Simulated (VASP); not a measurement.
# BaTa3O2 (Cmmm) in VASP: relaxation of cell and atoms with PBE

Aim: the relaxation of cell and atoms of BaTa3O2 with PBE.

Program: VASP 6.6.1. These are calculated values, not measurements. Logs are shortened: lines on timing, memory, paths and dates and some standing lists are left out, and cuts for length are marked.

### 1 The cell of the first run

Symmetry: Cmmm, No. 65, orthorhombic system. Conventional cell: a = 5.868 Å, b = 13.029 Å, c = 2.879 Å, α = 90.00°, β = 90.00°, γ = 90.00°. Within 4.1 Å of Ba (site symmetry mmm) lie 2 Ba at 2.88 Å and 10 Ta at 3.27 to 4.01 Å and 8 O at 3.85 Å. Within 2.9 Å of Ta (site symmetry m2m) lie 4 O at 2.19 Å and 4 Ta at 2.88 to 2.89 Å. Ta (site symmetry mmm) has 6 Ta at 2.88 to 2.89 Å and 4 Ba at 3.27 Å and 4 O at 3.57 Å within 3.8 Å. O (site symmetry 2/m) has 4 Ta at 2.19 Å and 4 O at 2.88 to 2.93 Å within 3.0 Å.

The cell was built from a structure type or drawn by symmetry, and may not be a known phase.

### 2 Relaxation of cell and atoms, PBE

INCAR

```
SYSTEM = BaTa3O2
ALGO = Fast
EDIFF = 1E-6
EDIFFG = -0.01
ENCUT = 600
GGA = PE
IBRION = 2
ISIF = 3
ISMEAR = 0
LASPH = .TRUE.
LCHARG = .FALSE.
LREAL = .FALSE.
LWAVE = .FALSE.
NELM = 60
NSW = 100
PREC = Accurate
SIGMA = 0.1
```

KPOINTS

```
k-points
0
G
  8 8 14
  0 0 0
```

POSCAR

```
BaTa3O2
1.0
    2.9339703536     -6.5147105550      0.0000000000
    2.9339703536      6.5147105550      0.0000000000
    0.0000000000      0.0000000000      2.8790052251
Ba Ta O
1 3 2
Direct
    0.5000000000      0.5000000000      0.0000000000
    0.1925992736      0.8074007264      0.0000000000
    0.8074007264      0.1925992736      0.0000000000
    0.0000000000      0.0000000000      0.5000000000
    0.0000000000      0.5000000000      0.5000000000
    0.5000000000      0.0000000000      0.5000000000
```

Potentials or basis: VASP PAW PBE potentials, release 64 (Ba_sv, Ta_pv, O).

Launch:

```bash
cat potpaw_PBE.64/Ba_sv/POTCAR potpaw_PBE.64/Ta_pv/POTCAR potpaw_PBE.64/O/POTCAR > POTCAR
mpirun -np 1 vasp_std > vasp.out
```

OUTCAR:

```text
SYSTEM = BaTa3O2
   EDIFF = 1E-6
   EDIFFG = -0.01
   ENCUT = 600
   GGA = PE
   IBRION = 2
   ISIF = 3
   ISMEAR = 0
   LASPH = .TRUE.
   LREAL = .FALSE.
   NELM = 60
   NSW = 100
   PREC = Accurate

 ion  position               nearest neighbor table
   1  0.500  0.500  0.000-   4 3.27   4 3.27   4 3.27   4 3.27   2 3.86   3 3.86   2 3.86   3 3.86
                             2 4.01   3 4.01
   2  0.193  0.807  0.000-   5 2.19   6 2.19   5 2.19   6 2.19   4 2.89   4 2.89   3 3.29   3 3.29
                             1 3.86   1 3.86   1 4.01
   3  0.807  0.193  0.000-   5 2.19   6 2.19   5 2.19   6 2.19   4 2.89   4 2.89   2 3.29   2 3.29
                             1 3.86   1 3.86   1 4.01
   4  0.000  0.000  0.500-   2 2.89   3 2.89   2 2.89   3 2.89   1 3.27   1 3.27   1 3.27   1 3.27

   5  0.000  0.500  0.500-   2 2.19   3 2.19   2 2.19   3 2.19
   6  0.500  0.000  0.500-   2 2.19   3 2.19   2 2.19   3 2.19

  LATTYP: Found a base centered orthorhombic cell.
 ALAT       =     5.8679407072
 B/A-ratio  =     2.2204418484
 C/A-ratio  =     0.4906329782

  Lattice vectors:

 A1 = (   2.9339703536,  -6.5147105550,   0.0000000000)
 A2 = (   2.9339703536,   6.5147105550,   0.0000000000)
 A3 = (   0.0000000000,   0.0000000000,   2.8790052251)

Analysis of symmetry for initial positions (statically):
=====================================================================
 Subroutine PRICEL returns:
 Original cell was already a primitive cell.

 Routine SETGRP: Setting up the symmetry group for a
 base centered orthorhombic supercell.

 Subroutine GETGRP returns: Found  8 space group operations
 (whereof  8 operations were pure point group operations)
 out of a pool of  8 trial point group operations.

The static configuration has the point symmetry D_2h.

Analysis of symmetry for dynamics (positions and initial velocities):
=====================================================================
 Subroutine PRICEL returns:
 Original cell was already a primitive cell.

 Routine SETGRP: Setting up the symmetry group for a
 base centered orthorhombic supercell.

 Subroutine GETGRP returns: Found  8 space group operations
 (whereof  8 operations were pure point group operations)
 out of a pool of  8 trial point group operations.

The dynamic configuration has the point symmetry D_2h.

 Subroutine INISYM returns: Found  8 space group operations
 (whereof  8 operations are pure point group operations),
 and found     1 'primitive' translations

----------------------------------------------------------------------------------------

                                     Primitive cell

  volume of cell :     110.0584

  direct lattice vectors                    reciprocal lattice vectors
     2.933970354 -6.514710555  0.000000000     0.170417537 -0.076749381  0.000000000
     2.933970354  6.514710555  0.000000000     0.170417537  0.076749381  0.000000000
     0.000000000  0.000000000  2.879005225     0.000000000  0.000000000  0.347342197

  length of vectors
     7.144902774  7.144902774  2.879005225     0.186902660  0.186902660  0.347342197

  position of ions in fractional coordinates (direct lattice)
     0.500000000  0.500000000  0.000000000
     0.192599274  0.807400726  0.000000000
     0.807400726  0.192599274  0.000000000
     0.000000000  0.000000000  0.500000000
     0.000000000  0.500000000  0.500000000
     0.500000000  0.000000000  0.500000000

  ion indices of the primitive-cell ions
   primitive index   ion index
                 1           1
                 2           2
                 3           3
                 4           4
                 5           5
                 6           6

----------------------------------------------------------------------------------------

 KPOINTS: k-points

Automatic generation of k-mesh.
 Grid dimensions read from file:
 generate k-points for:    8    8   14

 Generating k-lattice:

  Cartesian coordinates                     Fractional coordinates (reciprocal lattice)
     0.021302192 -0.009593673  0.000000000     0.125000000  0.000000000  0.000000000
     0.021302192  0.009593673  0.000000000     0.000000000  0.125000000  0.000000000
     0.000000000  0.000000000  0.024810157     0.000000000  0.000000000  0.071428571

  Length of vectors
     0.023362832  0.023362832  0.024810157

  Shift w.r.t. Gamma in fractional coordinates (k-lattice)
     0.000000000  0.000000000  0.000000000

 Subroutine IBZKPT returns following result:
 ===========================================

 Found    168 irreducible k-points:

 Following reciprocal coordinates:
            Coordinates               Weight
  0.000000  0.000000  0.000000      1.000000
  0.125000 -0.000000  0.000000      4.000000
  0.250000 -0.000000  0.000000      4.000000
  0.375000  0.000000  0.000000      4.000000
  0.500000 -0.000000  0.000000      2.000000
  0.125000  0.125000  0.000000      2.000000
[... 16 lines left out ...]
  0.125000 -0.000000  0.071429      8.000000
  0.250000 -0.000000  0.071429      8.000000
 [... further k-points ...]
   k-points           NKPTS =    168   k-points in BZ     NKDIM =    168   number of bands    NBANDS=     33
   number of dos      NEDOS =    301   number of ions     NIONS =      6
   total plane-waves  NPLWV =  86400
   dimension x,y,z NGX =    60 NGY =   60 NGZ =   24
   dimension x,y,z NGXF=   120 NGYF=  120 NGZF=   48
   ions per type =               1   3   2
   NGX,Y,Z   is equivalent  to a cutoff of  13.96, 13.96, 13.86 a.u.
   NGXF,Y,Z  is equivalent  to a cutoff of  27.92, 27.92, 27.72 a.u.
 SYSTEM =  BaTa3O2
   PREC   = accura    normal or accurate (medium, high low for compatibility)
   ISTART =      0    job   : 0-new  1-cont  2-samecut
   ICHARG =      2    charge: 1-file 2-atom 10-const
   ISPIN  =      1    spin polarized calculation?
   LNONCOLLINEAR =      F non collinear calculations
   LSORBIT =      F    spin-orbit coupling
   LASPH  =      T    aspherical Exc in radial PAW
   ENCUT  =  600.0 eV  44.10 Ry    6.64 a.u.  14.27 14.27  5.75*2*pi/ulx,y,z
   NELM   =     60;   NELMIN=  2; NELMDL= -5     # of ELM steps
   EDIFF  = 0.1E-05   stopping-criterion for ELM
   LREAL  =      F    real-space projection
   EDIFFG = -.1E-01   stopping-criterion for IOM
   NSW    =    100    number of steps for IOM
   IBRION =      2    ionic relax: 0-MD 1-quasi-New 2-CG
   NFREE  =      1    steps in history (QN), initial steepest desc. (CG)
   ISIF   =      3    stress and relaxation
   ISYM   =      2    0-nonsym 1-usesym 2-fastsym
   POTIM  = 0.5000    time-step for ionic-motion
   TEBEG  =    0.0;   TEEND  =   0.0 temperature during run
   PSTRESS=    0.0 pullay stress
   NELECT =      55.0000    total number of electrons
   NUPDOWN=      -1.0000    fix difference up-down
   EMIN   =  10.00;   EMAX   =-10.00  energy-range for DOS
   EFERMI =   0.00;   METHOD = LEGACY
   ISMEAR =     0;   SIGMA  =   0.10  broadening in eV -4-tet -1-fermi 0-gaus
   EFERMI_NEDOS =   21; number of points for ismear=-14 and -15
   IALGO  =     68    algorithm
   IMIX   =      4    mixing-type and parameters
     AMIX     =   0.40;   BMIX     =  1.00
     AMIX_MAG =   1.60;   BMIX_MAG =  1.00
  volume/ion in A,a.u.               =      18.34       123.79
  Fermi-wavevector in a.u.,A,eV,Ry     =   1.299136  2.455011 22.963293  1.687754
  Thomas-Fermi vector in A             =   2.430419
   LORBIT       =      0    0 simple, 1 ext, 2 COOP (PROOUT), +10 PAW based schemes
   GGA     = PE    functional components
   LHFCALC =     F    Hartree Fock is set to
   AEXX    =    0.0000 exact exchange contribution
   IVDW    =     0    specifies the selected vdW correction
   LEPSILON=     F    determine dielectric tensor
   LRPA    =     F    only Hartree local field effects (RPA)
 conjugate gradient relaxation of ions
 non-spin polarized calculation
 RMM-DIIS sequential band-by-band and
 Gauss-broadening in eV      SIGMA  =   0.10
  energy-cutoff  :      600.00
  volume of cell :      110.06
 maximum number of plane-waves:      3704
 NGX is ok and might be reduce to    60
   NGX = 29   NGY = 29   NGZ = 11

--------------------------------------- Ionic step        1  -------------------------------------------

 number of electron      55.0000003 magnetization

 Free energy of the ion-electron system (eV)
  ---------------------------------------------------
  ext. energy  EPLUGINS =         0.00000000
  ---------------------------------------------------
  free energy    TOTEN  =       -50.76819174 eV

  energy without entropy =      -50.74915920  energy(sigma->0) =      -50.75867547

------------------------ aborting loop because EDIFF is reached ----------------------------------------

  FORCE on cell =-STRESS in cart. coord.  units (eV):
  Direction    XX          YY          ZZ          XY          YZ          ZX
  --------------------------------------------------------------------------------------
  -------------------------------------------------------------------------------------
  Total        0.5524567      0.1478990      1.3995300     -0.0000000      0.0000000      0.0000000
  in kB        8.0423981      2.1530417     20.3736808     -0.0000000      0.0000000      0.0000000
  external PRESSURE =      10.1897068 kB  Pullay stress =       0.0000000 kB
[... 225 lines left out ...]
  energy  without entropy=      -50.7530189840  energy(sigma->0) =      -50.76269618

--------------------------------------- Ionic step        7  -------------------------------------------

 number of electron      55.0000003 magnetization

 Free energy of the ion-electron system (eV)
  ---------------------------------------------------
  ext. energy  EPLUGINS =         0.00000000
  ---------------------------------------------------
  free energy    TOTEN  =       -50.77239452 eV

  energy without entropy =      -50.75304206  energy(sigma->0) =      -50.76271829

 E-fermi :   5.0705     XC(G=0): -11.0251

 val. band max:        5.0594733786   @ k =   0.3750   0.2500   0.3571
 cond. band min:       5.0730132726   @ k =   0.0000   0.0000   0.1429
 fundamental gap:      0.0135398939
 Fermi energy:         5.0705349924

 k-point     1 :       0.0000    0.0000    0.0000
  band No.  band energies     occupation
      1     -30.7953      2.00000
      2     -30.5416      2.00000
      3     -30.2537      2.00000
      4     -30.2391      2.00000
      5     -29.9779      2.00000
      6     -29.9416      2.00000
[... 853 lines left out ...]
     32       6.7493      0.00000
     33       7.1294      0.00000

 [... further k-points ...]

------------------------ aborting loop because EDIFF is reached ----------------------------------------

  FORCE on cell =-STRESS in cart. coord.  units (eV):
  Direction    XX          YY          ZZ          XY          YZ          ZX
  --------------------------------------------------------------------------------------
  -------------------------------------------------------------------------------------
  Total        0.0319390     -0.0214294     -0.0090917      0.0000000      0.0000000      0.0000000
  in kB        0.4624566     -0.3102838     -0.1316426      0.0000000      0.0000000      0.0000000
  external PRESSURE =       0.0068434 kB  Pullay stress =       0.0000000 kB
[... 21 lines left out ...]
  FREE ENERGIE OF THE ION-ELECTRON SYSTEM (eV)
  ---------------------------------------------------
  free  energy   TOTEN  =       -50.7723945219 eV

  energy  without entropy=      -50.7530420581  energy(sigma->0) =      -50.76271829

 reached required accuracy - stopping structural energy minimisation
```

Run time: 2 h. Hardware: 1 thread of Oxide Virtual Turin-like, shared host; peak memory 0.77 GiB.

What came out:

```
Free energy                           : -50.7724 eV
Relaxed volume                        : 18.44 Å³/atom
Relaxed cell                          : a = 7.136 Å, b = 7.136 Å, c = 2.895 Å, α = 90.00°, β = 90.00°, γ = 131.36°
Space group after relaxing (to 0.1 Å) : Cmmm (No. 65)
Energy gained by relaxing             : 0.7 meV/atom
Ionic steps                           : 7
Pressure after relaxing               : 0.0 GPa
Band gap on the k mesh                : zero (an odd number of electrons rules out a gap without spin polarisation)
```

Forces in eV/Å, atoms in the order of the input:
```
Ba   0.000  0.000  0.000
Ta   0.000  0.003  0.000
Ta   0.000 -0.003  0.000
Ta   0.000  0.000  0.000
O    0.000  0.000  0.000
O    0.000  0.000  0.000
```

Step by step:
```tsv
step	energy change (eV)	largest force (eV/Å)	pressure (GPa)	volume (Å³)
1	0.0000	0.0158	1.02	110.06
2	0.0031	0.0138	-1.59	111.92
3	-0.0039	0.0157	-0.11	110.85
4	-0.0041	0.0233	-0.02	110.70
5	-0.0041	0.0250	0.01	110.66
6	-0.0042	0.0102	0.00	110.66
7	-0.0042	0.0028	0.00	110.65
```

Final structure:
```yaml
crystal:
  lattice:
    - [2.93903, -6.50313, 0.00000]
    - [2.93903, 6.50313, 0.00000]
    - [0.00000, 0.00000, 2.89471]
  atoms:
    - { symbol: Ba, position: [0.50000, 0.50000, 0.00000] }
    - { symbol: Ta, position: [0.19288, 0.80712, 0.00000] }
    - { symbol: Ta, position: [0.80712, 0.19288, 0.00000] }
    - { symbol: Ta, position: [0.00000, 0.00000, 0.50000] }
    - { symbol: O, position: [0.00000, 0.50000, 0.50000] }
    - { symbol: O, position: [0.50000, 0.00000, 0.50000] }
```

Caveat: spin-orbit coupling is left out, which moves the levels of the heavy elements; an odd number of electrons without spin polarisation forces a metal; a magnetic or distorted state may lie lower.
